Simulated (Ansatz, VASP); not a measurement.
NaH6Os2: VASP beside Ansatz

INCAR

```
PREC = Accurate
ENCUT = 520
EDIFF = 1E-6
ISMEAR = 0
SIGMA = 0.1
LREAL = False
LASPH = True
NELM = 80
ALGO = Normal
ISIF = 2
LWAVE = False
LCHARG = False
GGA = PE
NBANDS = 24
```

Contents of KPOINTS:

```
regular mesh
0
Gamma
  6 6 6
```

Contents of POSCAR:

```
NaH6Os2
1.0
   -1.5377297400      3.2592324700      4.1446804100
    1.5377297400     -3.2592324700      4.1446804100
    1.5377297400      3.2592324700     -4.1446804100
Na H Os
1 6 2
Direct
    0.5000000000      0.0000000000      0.5000000000
    0.8609272800      0.5000000000      0.3609272800
    0.1390727200      0.5000000000      0.6390727200
    0.9612633600      0.6971430000      0.2641203600
    0.5669773500      0.3028570000      0.2641203600
    0.4330226500      0.6971430000      0.7358796400
    0.0387366400      0.3028570000      0.7358796400
    0.8453003800      0.8453003800      0.0000000000
    0.1546996200      0.1546996200      0.0000000000
```

Input for Ansatz:

```yaml
crystal:
  lattice:
    - [-1.53772974, 3.25923247, 4.14468041]
    - [1.53772974, -3.25923247, 4.14468041]
    - [1.53772974, 3.25923247, -4.14468041]
  atoms:
    - { symbol: Na, position: [0.5, 0.0, 0.5] }
    - { symbol: H, position: [0.86092728, 0.5, 0.36092728] }
    - { symbol: H, position: [0.13907272, 0.5, 0.63907272] }
    - { symbol: H, position: [0.96126336, 0.697143, 0.26412036] }
    - { symbol: H, position: [0.56697735, 0.302857, 0.26412036] }
    - { symbol: H, position: [0.43302265, 0.697143, 0.73587964] }
    - { symbol: H, position: [0.03873664, 0.302857, 0.73587964] }
    - { symbol: Os, position: [0.84530038, 0.84530038, 0.0] }
    - { symbol: Os, position: [0.15469962, 0.15469962, 0.0] }
basis:
  ecutwfc: 420
kpoints:
  mp_grid: { grid: [6, 6, 6] }
hamiltonian:
  xc: pbe
scf:
  occupations: { method: gaussian, width: 0.1 }
  lower_state_search: "off"
output:
  forces: true
  stress: true
  eigenvalues: true
```

Change from the starting cell: species swapped into the SmCr2B6 type (Immm, No. 71).

Alike in both runs: task single point; functional PBE; k mesh 6 × 6 × 6; occupations gaussian, width 0.1 eV; no spin polarisation.

|  | VASP | Ansatz |
| --- | --- | --- |
| version | VASP 6.6.1 | Ansatz 0.2.0 |
| potentials or method | VASP PAW PBE potentials, release 64 (Na_pv, H, Os), cutoff 520 eV | scalar-relativistic, plane waves, PAW |
| valence electrons in the cell | 29 | 47 |

Ansatz gave:

```
gap on the k mesh at the Fermi level (eV)                     : none
pressure (GPa)                                                : -17.8
traceless stress, the component that is largest in VASP (GPa) : 13.38
rms of the force components (eV/Å)                            : 0.234
```

Estimate VASP's values.

gap on the k mesh at the Fermi level (eV): none; pressure (GPa): -17.9; traceless stress, the component that is largest in VASP (GPa): 13.37; rms of the force components (eV/Å): 0.237.

Atom by atom the forces differ by 0.005 eV/Å (rms over components). A gap of «none» marks a metal or a gap that the smearing closes. VASP's potentials hold 29 valence electrons a cell and Ansatz's 47, so a difference there can come from the potentials and not from the codes.

The k mesh is coarse, so the values compare programs but aren't converged. Neither program's run includes spin-orbit coupling.
